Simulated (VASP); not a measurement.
The system is NaI.

```
CELL_PARAMETERS angstrom
0.00000 3.63390 3.37271
3.63390 0.00000 3.37271
3.63390 3.63390 0.00000
ATOMIC_POSITIONS crystal
Na 0.00000 0.00000 0.00000
I 0.25000 0.25000 0.25000
```

This cell differs from its parent crystal: epitaxial xy strain +2.6%.

Base run:

- Program: VASP 6.6.1
- Functional: PBE
- Potentials or basis: VASP PAW PBE potentials, release 64 (Na_pv, I)
- Cutoff: 520 eV
- k mesh: 6 × 6 × 6
- Occupations: fermi-dirac, width 0.02 eV
- Spin: no spin polarisation

Its results: band gap on the k mesh 3.76 eV, direct; pressure 0.3 GPa.

**Question.** The run is repeated on the same cell with these changes: functional from PBE to r2SCAN; occupations from fermi-dirac, width 0.02 eV to gaussian, width 0.01 eV. What comes out?

**Answer.** Band gap on the k mesh 4.36 eV, direct; pressure -0.1 GPa.

Caveats: spin-orbit coupling is left out, which moves the levels of the heavy elements; the PAW data sets were made with another functional, which shifts forces and pressure a little (some runs).

